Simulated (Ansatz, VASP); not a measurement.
## SnO: VASP beside Ansatz

```xyz
2
Lattice="3.7846 0.0000 0.0000 -1.8923 3.2775 0.0000 0.0000 0.0000 3.0550" Properties=species:S:1:pos:R:3 pbc="T T T"
Sn    0.0000    2.1850    1.5275
O     1.8923    1.0925    1.5275
```

Alike in both runs: task relaxation of cell and atoms; functional PBE; k mesh 18 × 18 × 18; occupations gaussian, width 0.1 eV; no spin polarisation.

|  | VASP | Ansatz |
| --- | --- | --- |
| version | VASP 6.6.1 | Ansatz 0.2.0 |
| potentials or method | VASP PAW PBE potentials, release 64 (Sn_d, O), cutoff 600 eV | scalar-relativistic, plane waves, PAW |
| valence electrons in the cell | 20 | 20 |

Ansatz gave:

```
gap on the k mesh at the Fermi level, each at its own relaxed structure (eV) : none
relaxed volume (Å³/atom)                                                     : 18.96
relaxed length of the cell vector where the two differ most in proportion (Å)              : 3.785
```

Problem. What did VASP give for the same quantities?

Solution. gap on the k mesh at the Fermi level, each at its own relaxed structure (eV): none; relaxed volume (Å³/atom): 18.97; relaxed length of the cell vector where the two differ most in proportion (Å): 3.788.

A gap of «none» marks a metal or a gap that the smearing closes.
